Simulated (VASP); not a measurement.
**WS2: single point with PBEsol**

The system is WS2, a slab with vacuum.

```xyz
9
Lattice="3.1460 0.0000 0.0000 -1.5730 2.7245 0.0000 0.0000 0.0000 28.3645" Properties=species:S:1:pos:R:3 pbc="T T T"
W     1.5730    0.9082   18.7138
W     0.0000    1.8163   25.0688
W     0.0000    1.8163   12.3558
S     1.5730    0.9082   26.6353
S     1.5730    0.9082   13.9234
S     0.0000    1.8163   20.2814
S     1.5730    0.9082   23.5012
S     1.5730    0.9082   10.7894
S     0.0000    1.8163   17.1463
```

| Property | Result |
| --- | --- |
| Program | VASP 6.6.1 |
| Task | single point |
| Functional | PBEsol |
| Potentials or basis | VASP PAW PBE potentials, release 64 (W_sv, S) |
| Cutoff | 520 eV |
| k mesh | 12 × 12 × 1 |
| Occupations | gaussian, width 0.02 eV |
| Spin | no spin polarisation |
| Dipole correction | no |
| Further INCAR settings | ALGO = Normal; EDIFF = 1e-07; NBANDS = 49 |

```yaml
Largest_force: 0.026 eV/Å
Band_gap_on_the_k_mesh: 1.35 eV, indirect (least direct gap 1.89 eV)
```

Forces in eV/Å, atoms in the order of the input:
```
W    0.000  0.000  0.000
W    0.000  0.000  0.000
W    0.000  0.000  0.000
S    0.000  0.000  0.025
S    0.000  0.000  0.026
S    0.000  0.000  0.025
S    0.000  0.000 -0.025
S    0.000  0.000 -0.025
S    0.000  0.000 -0.025
```

Levels at points of the mesh, in eV from the valence-band top:
| k point | band 35 | band 36 | band 37 | band 38 | band 39 | band 40 | band 41 | band 42 | band 43 | band 44 |
| --- | --- | --- | --- | --- | --- | --- | --- | --- | --- | --- |
| (0.00, 0.00, 0.00) | -1.95 | -1.93 | -0.80 | -0.34 | 0.00 | 2.58 | 2.58 | 2.59 | 2.59 | 2.59 |
| (0.50, 0.00, 0.00) | -1.59 | -1.54 | -1.42 | -1.37 | -1.34 | 2.60 | 2.61 | 2.62 | 2.93 | 3.03 |

It took 15 min on 1 thread of AMD EPYC 7R13 (shared host), peak memory 0.41 GiB.

Caveat: the PAW data sets were made with another functional, which shifts forces and pressure a little; spin-orbit coupling is left out, which moves the levels of the heavy elements.
